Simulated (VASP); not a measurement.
Here is a VASP 6.6.1 calculation.

The input POSCAR:

```
Ir
1.0
    0.0000000000      1.9228496764      1.9228496764
    1.9228496764      0.0000000000      1.9228496764
    1.9228496764      1.9228496764      0.0000000000
Ir
1
Direct
    0.0000000000      0.0000000000      0.0000000000
```

Contents of INCAR.step1:

```
SYSTEM = Ir
PREC = Accurate
ENCUT = 520
ISMEAR = -1
SIGMA = 0.1
LREAL = .FALSE.
LASPH = .TRUE.
NELM = 100
NBANDS = 10
GGA = PE
ALGO = Normal
EDIFF = 1E-4
LWAVE = .TRUE.
LCHARG = .FALSE.
```

INCAR.step2

```
SYSTEM = Ir
PREC = Accurate
ENCUT = 520
EDIFF = 1E-6
ISMEAR = -1
SIGMA = 0.1
LREAL = .FALSE.
LASPH = .TRUE.
NELM = 100
ALGO = Normal
ISIF = 2
LWAVE = .FALSE.
LCHARG = .TRUE.
METAGGA = R2SCAN
LMIXTAU = .TRUE.
LELF = .TRUE.
LVHAR = .TRUE.
NBANDS = 10
ISTART = 1
```

The input KPOINTS:

```
Automatic mesh
0
G
  2 2 2
  0 0 0
```

Potentials or basis: VASP PAW PBE potentials, release 64 (Ir).

Run with:

```sh
$ cat potpaw_PBE.64/Ir/POTCAR > POTCAR
$ cp INCAR.step1 INCAR
$ mpirun -np 1 vasp_std > vasp.out
$ cp INCAR.step2 INCAR
$ mpirun -np 1 vasp_std > vasp.out
```

Task: Estimate the pressure.

Result: 80.4 GPa.

Caveat: the k points lie up to 1.41 Å⁻¹ apart; the PAW data sets were made with another functional, which shifts forces and pressure a little.
